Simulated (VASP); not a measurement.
PbO, 4 atoms in the cell. The structure is hexagonal, space group P6_3/mmc (No. 194). The conventional cell has a = 3.048 Å, b = 3.048 Å, c = 4.968 Å, α = 90.00°, β = 90.00°, γ = 120.00°. Within 2.8 Å of Pb (site symmetry -3m) lie 6 O at 2.15 Å and 2 Pb at 2.48 Å. O (site symmetry -6m2) has 6 Pb at 2.15 Å within 2.8 Å. 

| Quantity | Value |
| --- | --- |
| Program | VASP 6.6.1 |
| Task | relaxation of cell and atoms |
| Functional | PBEsol |
| Potentials or basis | VASP PAW PBE potentials, release 64 (Pb_d, O_h) |
| Cutoff | 910 eV |
| k mesh | 9 × 9 × 4 |
| Occupations | fermi-dirac, width 0.03 eV |
| Spin | no spin polarisation |
| Dipole correction | no |
| Second run | hard_potentials |
| Further INCAR settings | ALGO = Normal; EDIFF = 1e-07; IBRION = 2; EDIFFG = -0.01; NSW = 100; ISIF = 3 |

Potentials or basis: VASP PAW PBE potentials, release 64 (Pb_d, O_h).

Command:

```console
$ cat potpaw_PBE.64/Pb_d/POTCAR potpaw_PBE.64/O_h/POTCAR > POTCAR
$ mpirun -np 1 vasp_std > vasp.out
```

Hardware: 1 thread of Intel(R) Xeon(R) 6975P-C (Granite Rapids), with other jobs on the host.

**Question.** How long does it take, and how much memory?

**Answer.** Run time: 5.4 min on 1 thread of Intel(R) Xeon(R) 6975P-C (Granite Rapids) (shared host), peak memory 0.26 GiB. Counts: scf iterations 126, k points 36, ion steps 10.
